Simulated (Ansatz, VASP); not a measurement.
Ru: VASP beside Ansatz

The input INCAR:

```
SYSTEM = Ru
ALGO = Normal ; EDIFF = 1E-6
ENCUT = 520 ; GGA = RP
ISIF = 2 ; ISMEAR = -1
LASPH = .TRUE. ; LCHARG = .FALSE.
LREAL = .FALSE. ; LWAVE = .FALSE.
NBANDS = 28 ; NELM = 100
PREC = Accurate ; SIGMA = 0.1
```

The input KPOINTS:

```
k-points
0
G
  10 10 13
  0 0 0
```

The input POSCAR:

```
Ru
1.0
    4.3465652278      0.0000000000      0.0000000000
   -2.1732826139      3.7642359065      0.0000000000
    0.0000000000      0.0000000000      2.7332706368
Ru
3
Direct
    1.0000000000      0.0000000000      0.0000000000
    0.3333333333      0.6666666667      0.5000000000
    0.6666666667      0.3333333333      0.5000000000
```

Input for Ansatz:

```yaml
crystal:
  lattice:
    - [4.3465652278, 0.0, 0.0]
    - [-2.1732826139, 3.7642359065, 0.0]
    - [0.0, 0.0, 2.7332706368]
  atoms:
    - { symbol: Ru, position: [1.0, 0.0, 0.0] }
    - { symbol: Ru, position: [0.3333333333, 0.6666666667, 0.5] }
    - { symbol: Ru, position: [0.6666666667, 0.3333333333, 0.5] }
hamiltonian:
  xc: rpbe
  pseudopotentials:
    kind: paw
    azcp:
      Ru: "pseudopotentials/Ru.paw.azcp"
basis:
  ecutwfc: 420
  fft_grid_basis: typed
kpoints:
  mp_grid: { grid: [10, 10, 13], shift: [0, 0, 0] }
magnetization:
  spin_polarized: false
scf:
  occupations: { method: fermi_dirac, width: 0.1 }
  lower_state_search: "off"
output:
  stress: true
```

Alike in both runs: task single point; functional RPBE; k mesh 10 × 10 × 13; occupations fermi-dirac, width 0.1 eV; no spin polarisation.

```csv
,VASP,Ansatz
version,VASP 6.6.1,Ansatz 0.2.0
potentials or method,"VASP PAW PBE potentials, release 64 (Ru_pv), cutoff 520 eV","plane waves (420 eV) with PAW, scalar-relativistic"
valence electrons in the cell,42,48
```

VASP gave:

```
pressure (GPa)                                                : -9.9
traceless stress, the component that is largest in VASP (GPa) : 1.09
```

What did Ansatz give for the same quantities?

Pressure (GPa): -9.8; traceless stress, the component that is largest in VASP (GPa): 1.16.

VASP's potentials were made for PBE, not for RPBE. The functional is the same, so the differences come from potentials, cutoffs and numerics. VASP's potentials hold 42 valence electrons a cell and Ansatz's 48, so a difference there can come from the potentials and not from the codes.
